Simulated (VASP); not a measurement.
Set up this calculation in VASP 6.6.1, as the native input.

```
Task                   : single point
Functional             : PBE
Potentials or basis    : VASP PAW PBE potentials, release 64 (Mg, O)
Cutoff                 : 520 eV
k mesh                 : 12 × 12 × 6
Occupations            : fermi-dirac, width 0.02 eV
Spin                   : no spin polarisation
Dipole correction      : no
Further INCAR settings : ALGO = Normal; EDIFF = 1e-06; NBANDS = 16
```

The structure of MgO lies in POSCAR:

```
MgO
1.0
    3.1895707112      0.0000000000      0.0000000000
   -1.5947853556      2.7622492631      0.0000000000
    0.0000000000      0.0000000000      4.8833352865
Mg O
2 2
Direct
    0.3333333333      0.6666666667     -0.0107582395
    0.6666666667      0.3333333333      0.4892417605
    0.3333333333      0.6666666667      0.3857582395
    0.6666666667      0.3333333333      0.8857582395
```

This cell differs from its parent crystal: strain -3.0%.

One way to write it, as run:

INCAR

```
SYSTEM = MgO
ALGO = Normal
EDIFF = 1E-6
ENCUT = 520
GGA = PE
ISIF = 2
ISMEAR = -1
LASPH = .True.
LCHARG = .False.
LREAL = .False.
LWAVE = .False.
NBANDS = 16
NELM = 80
PREC = Accurate
SIGMA = 0.02
```

KPOINTS

```
k-points
0
Gamma
  12 12 6
  0 0 0
```

Potentials or basis: VASP PAW PBE potentials, release 64 (Mg, O).

Run with:

```bash
$ cat potpaw_PBE.64/Mg/POTCAR potpaw_PBE.64/O/POTCAR > POTCAR
$ mpirun -np 1 vasp_std > vasp.out
```

It gave:

```
Pressure               : 17.9 GPa
Largest force          : 0.015 eV/Å
Band gap on the k mesh : 4.05 eV, direct
```

Caveat: the cell differs from its parent crystal (strain -3.0%).

It took 35 s on 1 thread of Intel(R) Xeon(R) Platinum 8259CL CPU @ 2.50GHz (Skylake/Cascade Lake) (shared host), peak memory 0.18 GiB.
